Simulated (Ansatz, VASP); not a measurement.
**Two plane-wave programs on Cd3SeS2**

```
CELL_PARAMETERS angstrom
4.25720 -0.00039 0.00017
-2.12893 3.68543 -0.00039
0.00090 -0.00147 20.83007
ATOMIC_POSITIONS crystal
Cd 0.66694 0.33195 0.99979
Cd 0.66692 0.33317 0.33810
Cd 0.66599 0.33360 0.66178
Cd 0.33401 0.66669 0.16179
Cd 0.33327 0.66808 0.49981
Cd 0.33292 0.66662 0.83808
Se 0.66627 0.33339 0.79072
Se 0.33358 0.66634 0.29073
S 0.66730 0.33342 0.12332
S 0.66660 0.33469 0.46128
S 0.33264 0.66683 0.62333
S 0.33356 0.66521 0.96127
```

Change from the starting cell: cell x1, atoms moved at random (sigma 0.1 Å) and cell strained at random (1.5 %), then relaxed without symmetry.

Alike in both runs: functional PBE; k mesh 6 × 6 × 1; occupations gaussian, width 0.1 eV; no spin polarisation.

Ansatz relaxed the structure, and its values are those at the end. VASP's run is a single point on that final structure, the one shown.

```csv
,VASP,Ansatz
version,VASP 6.6.1,Ansatz 0.2.0
potentials or method,"VASP PAW PBE potentials, release 64 (Cd, Se, S), cutoff 520 eV","scalar-relativistic, plane waves, PAW"
valence electrons in the cell,108,176
```

VASP gave:

* gap on the k mesh at the Fermi level (eV): 0.72
* least direct gap on the mesh (eV): 0.72
* pressure (GPa): 0.3
* rms of the force components (eV/Å): 0.004

Problem. Which values does Ansatz return?

Solution. gap on the k mesh at the Fermi level (eV): 0.72; least direct gap on the mesh (eV): 0.72; pressure (GPa): 0.0; rms of the force components (eV/Å): 0.004.

VASP's potentials hold 108 valence electrons a cell and Ansatz's 176, so a difference there can come from the potentials and not from the codes.
